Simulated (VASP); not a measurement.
# WSe2 in VASP: a series of runs

WSe2 is run at these levels: PBE+D3(BJ); tasks: single point.

All numbers are computed with VASP 6.6.1; they aren't measurements. Logs are shortened: lines on timing, memory, paths and dates and some standing lists are left out, and cuts for length are marked.

### Step 1. The cell of the first run

The cell holds a slab with vacuum, 3 atoms: a = 3.154 Å, b = 3.154 Å, c = 32.737 Å, α = 90.00°, β = 90.00°, γ = 120.00°.

### Step 2. Single point, PBE+D3(BJ)

Input file INCAR:

```
SYSTEM = WSe2
PREC = Accurate
ENCUT = 520
EDIFF = 1E-6
ISMEAR = 0
SIGMA = 0.02
LREAL = .False.
LASPH = .True.
NELM = 60
ALGO = Normal
ISIF = 2
LWAVE = .False.
LCHARG = .False.
LDIPOL = .True.
IDIPOL = 3
DIPOL = 0.5 0.5 0.500
GGA = PE
IVDW = 12
NBANDS = 20
```

Input file KPOINTS:

```
regular mesh
0
Gamma
  9 9 1
  0 0 0
```

Input file POSCAR:

```
WSe2
1.0
    3.1540000000      0.0000000000      0.0000000000
   -1.5770000000      2.7314441236      0.0000000000
    0.0000000000      0.0000000000     32.7373831004
Se W
2 1
Direct
    0.3333333333      0.6666666667      0.4494309000
    0.3333333333      0.6666666667      0.5505691000
    0.6666666667      0.3333333333      0.5000000000
```

Potentials or basis: VASP PAW PBE potentials, release 64 (Se, W_sv).

Run with:

```sh
> cat potpaw_PBE.64/Se/POTCAR potpaw_PBE.64/W_sv/POTCAR > POTCAR
> mpirun -np 1 vasp_std > vasp.out
```

OUTCAR:

```text
SYSTEM = WSe2
   PREC = Accurate
   ENCUT = 520
   EDIFF = 1E-6
   ISMEAR = 0
   LREAL = .False.
   LASPH = .True.
   NELM = 60
   ISIF = 2
   GGA = PE
   IVDW = 12
 IVDW          = 12

 ion  position               nearest neighbor table
   1  0.333  0.667  0.449-   3 2.46   3 2.46   3 2.46
   2  0.333  0.667  0.551-   3 2.46   3 2.46   3 2.46
   3  0.667  0.333  0.500-   1 2.46   2 2.46   1 2.46   2 2.46   1 2.46   2 2.46

  LATTYP: Found a hexagonal cell.
 ALAT       =     3.1540000000
 C/A-ratio  =    10.3796395372

  Lattice vectors:

 A1 = (   3.1540000000,   0.0000000000,   0.0000000000)
 A2 = (  -1.5770000000,   2.7314441236,   0.0000000000)
 A3 = (   0.0000000000,   0.0000000000,  32.7373831004)

Analysis of symmetry for initial positions (statically):
=====================================================================
 Subroutine PRICEL returns:
 Original cell was already a primitive cell.

 Routine SETGRP: Setting up the symmetry group for a
 hexagonal supercell.

 Subroutine GETGRP returns: Found 12 space group operations
 (whereof 12 operations were pure point group operations)
 out of a pool of 24 trial point group operations.

The static configuration has the point symmetry D_3h.

Analysis of symmetry for dynamics (positions and initial velocities):
=====================================================================
 Subroutine PRICEL returns:
 Original cell was already a primitive cell.

 Routine SETGRP: Setting up the symmetry group for a
 hexagonal supercell.

 Subroutine GETGRP returns: Found 12 space group operations
 (whereof 12 operations were pure point group operations)
 out of a pool of 24 trial point group operations.

The dynamic configuration has the point symmetry D_3h.

 Subroutine INISYM returns: Found 12 space group operations
 (whereof 12 operations are pure point group operations),
 and found     1 'primitive' translations

----------------------------------------------------------------------------------------

                                     Primitive cell

  volume of cell :     282.0317

  direct lattice vectors                    reciprocal lattice vectors
     3.154000000  0.000000000  0.000000000     0.317057705  0.183053351  0.000000000
    -1.577000000  2.731444124  0.000000000     0.000000000  0.366106702  0.000000000
     0.000000000  0.000000000 32.737383100     0.000000000  0.000000000  0.030546119

  length of vectors
     3.154000000  3.154000000 32.737383100     0.366106702  0.366106702  0.030546119

  position of ions in fractional coordinates (direct lattice)
     0.333333333  0.666666667  0.449430900
     0.333333333  0.666666667  0.550569100
     0.666666667  0.333333333  0.500000000

  ion indices of the primitive-cell ions
   primitive index   ion index
                 1           1
                 2           2
                 3           3

----------------------------------------------------------------------------------------

 KPOINTS: regular mesh

Automatic generation of k-mesh.
 Grid dimensions read from file:
 generate k-points for:    9    9    1

 Generating k-lattice:

  Cartesian coordinates                     Fractional coordinates (reciprocal lattice)
     0.035228634  0.020339261  0.000000000     0.111111111 -0.000000000  0.000000000
     0.000000000  0.040678522  0.000000000     0.000000000  0.111111111  0.000000000
     0.000000000  0.000000000  0.030546119     0.000000000  0.000000000  1.000000000

  Length of vectors
     0.040678522  0.040678522  0.030546119

  Shift w.r.t. Gamma in fractional coordinates (k-lattice)
     0.000000000  0.000000000  0.000000000

 Subroutine IBZKPT returns following result:
 ===========================================

 Found     12 irreducible k-points:

 Following reciprocal coordinates:
            Coordinates               Weight
  0.000000  0.000000  0.000000      1.000000
  0.111111  0.000000  0.000000      6.000000
  0.222222  0.000000  0.000000      6.000000
  0.333333  0.000000  0.000000      6.000000
  0.444444  0.000000  0.000000      6.000000
  0.111111  0.111111  0.000000      6.000000
  0.222222  0.111111  0.000000     12.000000
  0.333333  0.111111  0.000000     12.000000
  0.444444  0.111111  0.000000      6.000000
  0.222222  0.222222  0.000000      6.000000
  0.333333  0.222222  0.000000     12.000000
  0.333333  0.333333  0.000000      2.000000
   k-points           NKPTS =     12   k-points in BZ     NKDIM =     12   number of bands    NBANDS=     20
   number of dos      NEDOS =    301   number of ions     NIONS =      3
   total plane-waves  NPLWV = 144000
   dimension x,y,z NGX =    24 NGY =   24 NGZ =  250
   dimension x,y,z NGXF=    48 NGYF=   48 NGZF=  500
   ions per type =               2   1
   NGX,Y,Z   is equivalent  to a cutoff of  12.65, 12.65, 12.70 a.u.
   NGXF,Y,Z  is equivalent  to a cutoff of  25.30, 25.30, 25.39 a.u.
 SYSTEM =  WSe2
   PREC   = accura    normal or accurate (medium, high low for compatibility)
   ISTART =      0    job   : 0-new  1-cont  2-samecut
   ICHARG =      2    charge: 1-file 2-atom 10-const
   ISPIN  =      1    spin polarized calculation?
   LNONCOLLINEAR =      F non collinear calculations
   LSORBIT =      F    spin-orbit coupling
   LASPH  =      T    aspherical Exc in radial PAW
   ENCUT  =  520.0 eV  38.22 Ry    6.18 a.u.   5.86  5.86 60.87*2*pi/ulx,y,z
   NELM   =     60;   NELMIN=  2; NELMDL= -5     # of ELM steps
   EDIFF  = 0.1E-05   stopping-criterion for ELM
   LREAL  =      F    real-space projection
   EDIFFG = 0.1E-04   stopping-criterion for IOM
   NSW    =      0    number of steps for IOM
   IBRION =     -1    ionic relax: 0-MD 1-quasi-New 2-CG
   NFREE  =      0    steps in history (QN), initial steepest desc. (CG)
   ISIF   =      2    stress and relaxation
   ISYM   =      2    0-nonsym 1-usesym 2-fastsym
   POTIM  = 0.5000    time-step for ionic-motion
   TEBEG  =    0.0;   TEEND  =   0.0 temperature during run
   PSTRESS=    0.0 pullay stress
   NELECT =      26.0000    total number of electrons
   NUPDOWN=      -1.0000    fix difference up-down
   EMIN   =  10.00;   EMAX   =-10.00  energy-range for DOS
   EFERMI =   0.00;   METHOD = LEGACY
   ISMEAR =     0;   SIGMA  =   0.02  broadening in eV -4-tet -1-fermi 0-gaus
   EFERMI_NEDOS =   21; number of points for ismear=-14 and -15
   IALGO  =     38    algorithm
   IMIX   =      4    mixing-type and parameters
     AMIX     =   0.40;   BMIX     =  1.00
     AMIX_MAG =   1.60;   BMIX_MAG =  1.00
  volume/ion in A,a.u.               =      94.01       634.41
  Fermi-wavevector in a.u.,A,eV,Ry     =   0.739548  1.397544  7.441460  0.546932
  Thomas-Fermi vector in A             =   1.833738
   LORBIT       =      0    0 simple, 1 ext, 2 COOP (PROOUT), +10 PAW based schemes
   GGA     = PE    functional components
   LHFCALC =     F    Hartree Fock is set to
   AEXX    =    0.0000 exact exchange contribution
   IVDW    =    12    specifies the selected vdW correction
   LEPSILON=     F    determine dielectric tensor
   LRPA    =     F    only Hartree local field effects (RPA)
 non-spin polarized calculation
 Gauss-broadening in eV      SIGMA  =   0.02
  energy-cutoff  :      520.00
  volume of cell :      282.03
 maximum number of plane-waves:      7630
 NGX is ok and might be reduce to    24
   NGX = 11   NGY = 11   NGZ =121

 dipolmoment           0.000000      0.000000      0.000000 electrons x Angstroem

 number of electron      25.9999999 magnetization

 dipolmoment           0.000000      0.000000     -0.000000 electrons x Angstroem

 Free energy of the ion-electron system (eV)
  ---------------------------------------------------
  ext. energy  EPLUGINS =         0.00000000
  ---------------------------------------------------
  free energy    TOTEN  =       -21.22459014 eV

  energy without entropy =      -21.22459014  energy(sigma->0) =      -21.22459014

 E-fermi :  -2.5475     XC(G=0):  -2.5603

 val. band max:       -2.6809892953   @ k =   0.3333   0.3333   0.0000
 cond. band min:      -0.8727525605   @ k =   0.2222   0.1111   0.0000
 fundamental gap:      1.8082367348
 Fermi energy:        -2.5475088666

 k-point     1 :       0.0000    0.0000    0.0000
  band No.  band energies     occupation
      1     -76.4381      2.00000
      2     -40.8258      2.00000
      3     -40.5571      2.00000
      4     -40.5571      2.00000
      5     -18.1254      2.00000
      6     -16.6665      2.00000
[... 12 lines left out ...]
     19       1.9538      0.00000
     20       2.3832      0.00000

 k-point     2 :       0.1111    0.0000    0.0000
  band No.  band energies     occupation
      1     -76.4358      2.00000
      2     -40.8168      2.00000
      3     -40.6021      2.00000
      4     -40.5674      2.00000
      5     -17.9022      2.00000
      6     -16.5569      2.00000
[... 12 lines left out ...]
     19       2.2243      0.00000
     20       2.6432      0.00000

 k-point     3 :       0.2222    0.0000    0.0000
  band No.  band energies     occupation
      1     -76.4299      2.00000
      2     -40.7940      2.00000
      3     -40.7147      2.00000
      4     -40.5934      2.00000
      5     -17.2825      2.00000
      6     -16.2538      2.00000
[... 12 lines left out ...]
     19       2.9715      0.00000
     20       3.3832      0.00000

 k-point     4 :       0.3333    0.0000    0.0000
  band No.  band energies     occupation
      1     -76.4233      2.00000
      2     -40.8401      2.00000
      3     -40.7680      2.00000
      4     -40.6229      2.00000
      5     -16.4326      2.00000
      6     -15.8497      2.00000
[... 12 lines left out ...]
     19       3.9663      0.00000
     20       4.3327      0.00000

 k-point     5 :       0.4444    0.0000    0.0000
  band No.  band energies     occupation
      1     -76.4190      2.00000
      2     -40.9205      2.00000
      3     -40.7509      2.00000
      4     -40.6420      2.00000
      5     -15.7239      2.00000
      6     -15.5357      2.00000
[... 12 lines left out ...]
     19       4.4788      0.00000
     20       4.6194      0.00000

 k-point     6 :       0.1111    0.1111    0.0000
  band No.  band energies     occupation
      1     -76.4317      2.00000
      2     -40.8009      2.00000
      3     -40.6769      2.00000
      4     -40.5896      2.00000
      5     -17.4799      2.00000
      6     -16.3496      2.00000
[... 12 lines left out ...]
     19       2.7563      0.00000
     20       3.1417      0.00000

 k-point     7 :       0.2222    0.1111    0.0000
  band No.  band energies     occupation
      1     -76.4255      2.00000
      2     -40.7866      2.00000
      3     -40.7765      2.00000
      4     -40.6266      2.00000
      5     -16.7369      2.00000
      6     -15.9888      2.00000
[... 12 lines left out ...]
     19       3.6965      0.00000
     20       4.1252      0.00000

 k-point     8 :       0.3333    0.1111    0.0000
  band No.  band energies     occupation
      1     -76.4200      2.00000
      2     -40.8808      2.00000
      3     -40.7549      2.00000
      4     -40.6595      2.00000
      5     -15.9229      2.00000
      6     -15.6096      2.00000
[... 12 lines left out ...]
     19       4.5652      0.00000
     20       4.7376      0.00000

 k-point     9 :       0.4444    0.1111    0.0000
  band No.  band energies     occupation
      1     -76.4178      2.00000
      2     -40.9176      2.00000
      3     -40.7464      2.00000
      4     -40.6724      2.00000
      5     -15.5276      2.00000
      6     -15.4367      2.00000
[... 12 lines left out ...]
     19       5.4141      0.00000
     20       5.6460      0.00000

 k-point    10 :       0.2222    0.2222    0.0000
  band No.  band energies     occupation
      1     -76.4204      2.00000
      2     -40.8471      2.00000
      3     -40.7565      2.00000
      4     -40.6849      2.00000
      5     -16.0053      2.00000
      6     -15.6358      2.00000
[... 12 lines left out ...]
     19       4.7423      0.00000
     20       4.7616      0.00000

 k-point    11 :       0.3333    0.2222    0.0000
  band No.  band energies     occupation
      1     -76.4171      2.00000
      2     -40.8759      2.00000
      3     -40.7434      2.00000
      4     -40.7331      2.00000
      5     -15.4261      2.00000
      6     -15.3621      2.00000
[... 12 lines left out ...]
     19       5.2234      0.00000
     20       5.7904      0.00000

 k-point    12 :       0.3333    0.3333    0.0000
  band No.  band energies     occupation
      1     -76.4159      2.00000
      2     -40.8378      2.00000
      3     -40.7987      2.00000
      4     -40.7389      2.00000
      5     -15.2517      2.00000
      6     -15.2171      2.00000
[... 12 lines left out ...]
     19       4.3045      0.00000
     20       6.1982      0.00000

------------------------ aborting loop because EDIFF is reached ----------------------------------------

 vacuum level on the upper side and lower side of the slab       (xc-potential included)        -0.134        -0.134

 Edisp (eV)   -1.10804

 E8    (eV) :    -0.5266

  FORCE on cell =-STRESS in cart. coord.  units (eV):
  Direction    XX          YY          ZZ          XY          YZ          ZX
  --------------------------------------------------------------------------------------
  -------------------------------------------------------------------------------------
  Total       6.04813     6.04813     5.50225     0.00000     0.00000    -0.00000
  in kB      34.35845    34.35845    31.25743     0.00000     0.00000    -0.00000
  external pressure =       33.32 kB  Pullay stress =        0.00 kB

 VOLUME and BASIS-vectors are now :
 -----------------------------------------------------------------------------
  energy-cutoff  :      520.00
  volume of cell :      282.03
      direct lattice vectors                 reciprocal lattice vectors
     3.154000000  0.000000000  0.000000000     0.317057705  0.183053351  0.000000000
    -1.577000000  2.731444124  0.000000000     0.000000000  0.366106702  0.000000000
     0.000000000  0.000000000 32.737383100     0.000000000  0.000000000  0.030546119

 POSITION                                       TOTAL-FORCE (eV/Angst)
 -----------------------------------------------------------------------------------
     -0.00000      1.82096     14.71319         0.000000     -0.000000     -1.665805
     -0.00000      1.82096     18.02419         0.000000      0.000000      1.665805
      1.57700      0.91048     16.36869        -0.000000      0.000000      0.000000
 -----------------------------------------------------------------------------------
    total drift:                               -0.000000      0.000000      0.000000

  FREE ENERGIE OF THE ION-ELECTRON SYSTEM (eV)
  ---------------------------------------------------
  free  energy   TOTEN  =       -22.3326280081 eV

  energy  without entropy=      -22.3326280081  energy(sigma->0) =      -22.33262801

 vacuum level on the upper side and lower side of the slab         2.288         2.288
```

Wall time 54 s (1 thread of Intel Xeon 6975P-C (Granite Rapids), shared host); peak memory 0.41 GiB.

Results:

```yaml
Free_energy: -22.3326 eV
Largest_force: 1.666 eV/Å
Band_gap_on_the_k_mesh: 1.81 eV, indirect (least direct gap 2.09 eV)
Dispersion_energy_per_atom: -0.369 eV
```

Forces on the atoms (eV/Å):
```
Se   0.000  0.000 -1.666
Se   0.000  0.000  1.666
W    0.000  0.000  0.000
```

Caveat: spin-orbit coupling is left out, which moves the levels of the heavy elements.

### Step 3. Single point, PBE+D3(BJ)

Input file INCAR:

```
SYSTEM = WSe2
PREC     = Accurate       ! precision mode
ENCUT    = 520            ! plane-wave cutoff, eV
EDIFF    = 1E-6           ! SCF threshold, eV
ISMEAR   = 0              ! smearing method
SIGMA    = 0.02           ! smearing width, eV
LREAL    = .FALSE.        ! projectors in reciprocal space
LASPH    = .TRUE.         ! aspherical terms in the spheres
NELM     = 80             ! most SCF steps
ALGO     = Normal         ! electronic algorithm
ISIF     = 2              ! what is computed and relaxed
LWAVE    = .FALSE.        ! write WAVECAR
LCHARG   = .FALSE.        ! write CHGCAR
LDIPOL   = .TRUE.       
IDIPOL   = 3            
DIPOL    = 0.5 0.5 0.500
GGA      = PE             ! functional
IVDW     = 12             ! dispersion correction
NBANDS   = 20             ! bands
```

Input file KPOINTS:

```
regular mesh
0
G
  9 9 1
  0 0 0
```

Input file POSCAR:

```
WSe2
1.0
    3.1540000000      0.0000000000      0.0000000000
   -1.5770000000      2.7314441236      0.0000000000
    0.0000000000      0.0000000000     32.7373831004
Se W
2 1
Direct
    0.3333333333      0.6666666667      0.4476439520
    0.3333333333      0.6666666667      0.5523560480
    0.6666666667      0.3333333333      0.5000000000
```

Potentials or basis: VASP PAW PBE potentials, release 64 (Se, W_sv).

Run with:

```sh
> cat potpaw_PBE.64/Se/POTCAR potpaw_PBE.64/W_sv/POTCAR > POTCAR
> mpirun -np 1 vasp_std > vasp.out
```

It took 52 s on 1 thread of Intel Xeon 6975P-C (Granite Rapids), shared host; peak memory 0.41 GiB.

Results (log left out):

- Free energy: -22.4552 eV
- Largest force: 0.462 eV/Å
- Band gap on the k mesh: 1.59 eV, indirect (least direct gap 2.23 eV)
- Dispersion energy per atom: -0.365 eV

Forces in eV/Å, atoms in the order of the input:
```
Se   0.000  0.000 -0.462
Se   0.000  0.000  0.462
W    0.000  0.000  0.000
```

Levels at points of the mesh, in eV from the valence-band top:
| k point | band 10 | band 11 | band 12 | band 13 | band 14 | band 15 | band 16 | band 17 |
| --- | --- | --- | --- | --- | --- | --- | --- | --- |
| (0.00, 0.00, 0.00) | -2.08 | -0.87 | -0.81 | -0.81 | 3.43 | 3.43 | 3.54 | 3.54 |

Caveat: spin-orbit coupling is left out, which moves the levels of the heavy elements.

### Step 4. Single point, PBE+D3(BJ)

INCAR, as its differences from that of step 3:

```diff
@@ -8,3 +8,3 @@
 LASPH    = .TRUE.         ! aspherical terms in the spheres
-NELM     = 80             ! most SCF steps
+NELM     = 100            ! most SCF steps
 ALGO     = Normal         ! electronic algorithm
```

KPOINTS is that of step 3.

Input file POSCAR:

```
WSe2
1.0
    3.1540000000      0.0000000000      0.0000000000
   -1.5770000000      2.7314441236      0.0000000000
    0.0000000000      0.0000000000     32.7373831004
Se W
2 1
Direct
    0.3333333333      0.6666666667      0.4458570041
    0.3333333333      0.6666666667      0.5541429959
    0.6666666667      0.3333333333      0.5000000000
```

Run with:

```sh
> cat potpaw_PBE.64/Se/POTCAR potpaw_PBE.64/W_sv/POTCAR > POTCAR
> mpirun -np 1 vasp_std > vasp.out
```

Wall time 50 s (1 thread of Intel Xeon 6975P-C (Granite Rapids), shared host); peak memory 0.4 GiB.

The run converged. Its results:

| Item | Value |
| --- | --- |
| Free energy | -22.4472 eV |
| Largest force | 0.569 eV/Å |
| Band gap on the k mesh | 1.40 eV, indirect (least direct gap 2.05 eV) |
| Dispersion energy per atom | -0.360 eV |

Forces in eV/Å, atoms in the order of the input:
```
Se   0.000  0.000  0.569
Se   0.000  0.000 -0.569
W    0.000  0.000  0.000
```

Levels at points of the mesh, in eV from the valence-band top:
| k point | band 11 | band 12 | band 13 | band 14 | band 15 | band 16 |
| --- | --- | --- | --- | --- | --- | --- |
| (0.00, 0.00, 0.00) | -1.05 | -0.57 | -0.57 | 3.39 | 3.39 | 3.39 |

Caveat: spin-orbit coupling is left out, which moves the levels of the heavy elements.
